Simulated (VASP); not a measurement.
# Ir (Fm-3m) in VASP: notebook

Ir is run at these levels: r2SCAN; tasks: single point.

Program: VASP 6.6.1. These are calculated values, not measurements. Logs are shortened: lines on timing, memory, paths and dates and some standing lists are left out, and cuts for length are marked.

### 1 The cell of the first run

Symmetry: Fm-3m, No. 225, cubic system. Conventional cell: a = 3.846 Å, b = 3.846 Å, c = 3.846 Å, α = 90.00°, β = 90.00°, γ = 90.00°. Ir (site symmetry m-3m) has 12 Ir at 2.72 Å within 3.6 Å.

### 2 Single point, r2SCAN

POSCAR

```
Ir
1.0
    0.0000000000      1.9228496764      1.9228496764
    1.9228496764      0.0000000000      1.9228496764
    1.9228496764      1.9228496764      0.0000000000
Ir
1
Direct
    0.0000000000      0.0000000000      0.0000000000
```

INCAR.step1

```
SYSTEM = Ir
PREC = Accurate ; ENCUT = 550
ISMEAR = 0 ; SIGMA = 0.3
LREAL = .FALSE. ; LASPH = .TRUE.
NELM = 120 ; NBANDS = 14
GGA = PE ; ALGO = Normal
EDIFF = 1E-5 ; LWAVE = .TRUE.
LCHARG = .FALSE. ; GGA_COMPAT = .FALSE.
```

INCAR.step2

```
SYSTEM = Ir
PREC = Accurate ; ENCUT = 550
EDIFF = 1E-6 ; ISMEAR = 0
SIGMA = 0.3 ; LREAL = .FALSE.
LASPH = .TRUE. ; NELM = 120
ALGO = Normal ; ISIF = 2
LWAVE = .FALSE. ; LCHARG = .TRUE.
METAGGA = R2SCAN ; LMIXTAU = .TRUE.
LELF = .TRUE. ; LVHAR = .TRUE.
NBANDS = 14 ; ISTART = 1
GGA_COMPAT = .FALSE.
```

KPOINTS

```
Automatic mesh
0
G
  14 14 14
  0 0 0
```

Potentials or basis: VASP PAW PBE potentials, release 64 (Ir_sv_GW).

Run with:

```sh
cat potpaw_PBE.64/Ir_sv_GW/POTCAR > POTCAR
cp INCAR.step1 INCAR
mpirun -np 1 vasp_std > vasp.out
cp INCAR.step2 INCAR
mpirun -np 1 vasp_std > vasp.out
```

OUTCAR:

```text
SYSTEM = Ir
   PREC = Accurate
   ENCUT = 550
   EDIFF = 1E-6
   ISMEAR = 0
   LREAL = .FALSE.
   LASPH = .TRUE.
   NELM = 120
   ISIF = 2
   METAGGA = R2SCAN
   ISTART = 1

 ion  position               nearest neighbor table
   1  0.000  0.000  0.000-

  LATTYP: Found a face centered cubic cell.
 ALAT       =     3.8456993528

  Lattice vectors:

 A1 = (   0.0000000000,   1.9228496764,   1.9228496764)
 A2 = (   1.9228496764,   0.0000000000,   1.9228496764)
 A3 = (   1.9228496764,   1.9228496764,   0.0000000000)

Analysis of symmetry for initial positions (statically):
=====================================================================
 Subroutine PRICEL returns:
 Original cell was already a primitive cell.

 Routine SETGRP: Setting up the symmetry group for a
 face centered cubic supercell.

 Subroutine GETGRP returns: Found 48 space group operations
 (whereof 48 operations were pure point group operations)
 out of a pool of 48 trial point group operations.

The static configuration has the point symmetry O_h .

Analysis of symmetry for dynamics (positions and initial velocities):
=====================================================================
 Subroutine PRICEL returns:
 Original cell was already a primitive cell.

 Routine SETGRP: Setting up the symmetry group for a
 face centered cubic supercell.

 Subroutine GETGRP returns: Found 48 space group operations
 (whereof 48 operations were pure point group operations)
 out of a pool of 48 trial point group operations.

The dynamic configuration has the point symmetry O_h .

 Subroutine INISYM returns: Found 48 space group operations
 (whereof 48 operations are pure point group operations),
 and found     1 'primitive' translations

----------------------------------------------------------------------------------------

                                     Primitive cell

  volume of cell :      14.2189

  direct lattice vectors                    reciprocal lattice vectors
     0.000000000  1.922849676  1.922849676    -0.260030727  0.260030727  0.260030727
     1.922849676  0.000000000  1.922849676     0.260030727 -0.260030727  0.260030727
     1.922849676  1.922849676  0.000000000     0.260030727  0.260030727 -0.260030727

  length of vectors
     2.719320091  2.719320091  2.719320091     0.450386431  0.450386431  0.450386431

  position of ions in fractional coordinates (direct lattice)
     0.000000000  0.000000000  0.000000000

  ion indices of the primitive-cell ions
   primitive index   ion index
                 1           1

[... 83 lines left out ...]
   NUPDOWN=      -1.0000    fix difference up-down
   EMIN   =  10.00;   EMAX   =-10.00  energy-range for DOS
   EFERMI =   0.00;   METHOD = LEGACY
   ISMEAR =     0;   SIGMA  =   0.30  broadening in eV -4-tet -1-fermi 0-gaus
   EFERMI_NEDOS =   21; number of points for ismear=-14 and -15
   IALGO  =     38    algorithm
   IMIX   =      4    mixing-type and parameters
     AMIX     =   0.40;   BMIX     =  1.00
     AMIX_MAG =   1.60;   BMIX_MAG =  1.00
  volume/ion in A,a.u.               =      14.22        95.95
  Fermi-wavevector in a.u.,A,eV,Ry     =   1.737544  3.283482 41.076793  3.019059
  Thomas-Fermi vector in A             =   2.810747
   LORBIT       =      0    0 simple, 1 ext, 2 COOP (PROOUT), +10 PAW based schemes
   METAGGA = R2SCAN    functional components
   LHFCALC =     F    Hartree Fock is set to
   AEXX    =    0.0000 exact exchange contribution
   IVDW    =     0    specifies the selected vdW correction
   LEPSILON=     F    determine dielectric tensor
   LRPA    =     F    only Hartree local field effects (RPA)
 non-spin polarized calculation
 Gauss-broadening in eV      SIGMA  =   0.30
  energy-cutoff  :      550.00
  volume of cell :       14.22
 maximum number of plane-waves:       444
 NGX is ok and might be reduce to    24
   NGX = 11   NGY = 11   NGZ = 11

 number of electron      17.0000000 magnetization

 Free energy of the ion-electron system (eV)
  ---------------------------------------------------
  ext. energy  EPLUGINS =         0.00000000
  ---------------------------------------------------
  free energy    TOTEN  =       -52.91808220 eV

  energy without entropy =      -52.87427913  energy(sigma->0) =      -52.89618066

 E-fermi :  12.5043     XC(G=0): -15.8617

 val. band max:       12.5024125218   @ k =   0.2857   0.2857   0.0000
 cond. band min:      12.5135389578   @ k =  -0.2143   0.3571   0.1429
 fundamental gap:      0.0111264360
 Fermi energy:        12.5042586049

 k-point     1 :       0.0000    0.0000    0.0000
  band No.  band energies     occupation
      1     -82.4607      2.00000
      2     -38.2722      2.00000
      3     -38.2722      2.00000
      4     -38.2722      2.00000
      5       1.1211      2.00000
      6       8.5996      2.00000
      7       8.5996      2.00000
      8       8.5996      2.00000
      9      11.2868      2.00000
     10      11.2868      2.00000
     11      26.8469      0.00000
     12      32.6156      0.00000
     13      32.6156      0.00000
     14      32.6156      0.00000
[... 377 lines left out ...]
      1     -82.4180      2.00000
      2     -38.6909      2.00000
      3     -38.3895      2.00000
      4     -38.3800      2.00000
      5       3.9786      2.00000
      6       7.1931      2.00000
      7       8.9345      2.00000
      8       9.7294      2.00000
      9      11.1051      2.00000
     10      12.2763      1.71755
     11      28.0146      0.00000
     12      30.6612      0.00000
     13      33.1294      0.00000
     14      34.0025      0.00000

 [... further k-points ...]

------------------------ aborting loop because EDIFF is reached ----------------------------------------

  FORCE on cell =-STRESS in cart. coord.  units (eV):
  Direction    XX          YY          ZZ          XY          YZ          ZX
  --------------------------------------------------------------------------------------
  -------------------------------------------------------------------------------------
  Total       -0.1873168     -0.1873168     -0.1873168      0.0000000     -0.0000000      0.0000000
  in kB      -21.1067451    -21.1067451    -21.1067451      0.0000000     -0.0000000      0.0000000
  external PRESSURE =     -21.1067451 kB  Pullay stress =       0.0000000 kB

 VOLUME and BASIS-vectors are now :
 -----------------------------------------------------------------------------
  energy-cutoff  :      550.00
  volume of cell :       14.22
      direct lattice vectors                 reciprocal lattice vectors
     0.000000000  1.922849676  1.922849676    -0.260030727  0.260030727  0.260030727
     1.922849676  0.000000000  1.922849676     0.260030727 -0.260030727  0.260030727
     1.922849676  1.922849676  0.000000000     0.260030727  0.260030727 -0.260030727

 POSITION                                       TOTAL-FORCE (eV/Angst)
 -----------------------------------------------------------------------------------
      0.00000      0.00000      0.00000         0.000000      0.000000      0.000000
 -----------------------------------------------------------------------------------
    total drift:                                0.000000      0.000000     -0.000000

  FREE ENERGIE OF THE ION-ELECTRON SYSTEM (eV)
  ---------------------------------------------------
  free  energy   TOTEN  =       -52.9180822034 eV

  energy  without entropy=      -52.8742791251  energy(sigma->0) =      -52.89618066
```

Run time: 50 s. Hardware: 1 thread of Intel Xeon Platinum 8488C (Sapphire Rapids), shared host; peak memory 0.16 GiB.

What came out:

```yaml
Free_energy: -52.9181 eV
Pressure: -2.1 GPa
```

Caveat: the PAW data sets were made with another functional, which shifts forces and pressure a little; spin-orbit coupling is left out, which moves the levels of the heavy elements.

### 3 Single point, r2SCAN

POSCAR is that of step 2.

INCAR.step1

```
PREC = Accurate ; ENCUT = 550
ISMEAR = -1 ; SIGMA = 0.1
LREAL = False ; LASPH = True
NELM = 120 ; NBANDS = 14
GGA = PE ; ALGO = Normal
EDIFF = 1E-5 ; LWAVE = True
LCHARG = False ; GGA_COMPAT = False
```

INCAR.step2

```
PREC = Accurate ; ENCUT = 550
EDIFF = 1E-6 ; ISMEAR = -1
SIGMA = 0.1 ; LREAL = False
LASPH = True ; NELM = 120
ALGO = Normal ; ISIF = 2
LWAVE = False ; LCHARG = False
METAGGA = R2SCAN ; LMIXTAU = True
NBANDS = 14 ; ISTART = 1
GGA_COMPAT = False
```

KPOINTS

```
Automatic mesh
0
Gamma
  11 11 11
```

Potentials or basis: VASP PAW PBE potentials, release 64 (Ir_sv_GW).

Run with:

```sh
cat potpaw_PBE.64/Ir_sv_GW/POTCAR > POTCAR
cp INCAR.step1 INCAR
mpirun -np 1 vasp_std > vasp.out
cp INCAR.step2 INCAR
mpirun -np 1 vasp_std > vasp.out
```

Run time: 73 s. Hardware: 1 thread of AMD EPYC 7R13 (Zen 3), shared host; peak memory 0.12 GiB.

The run converged. Its results:

| Quantity | Value |
| --- | --- |
| Free energy | -52.8977 eV |
| Pressure | -1.8 GPa |

Levels at points of the mesh, in eV from the Fermi level:
| k point | band 5 | band 6 | band 7 | band 8 | band 9 | band 10 | band 11 | band 12 |
| --- | --- | --- | --- | --- | --- | --- | --- | --- |
| (0.00, 0.00, 0.00) | -11.39 | -3.92 | -3.92 | -3.92 | -1.23 | -1.23 | 14.33 | 20.10 |

Caveat: the PAW data sets were made with another functional, which shifts forces and pressure a little; spin-orbit coupling is left out, which moves the levels of the heavy elements.
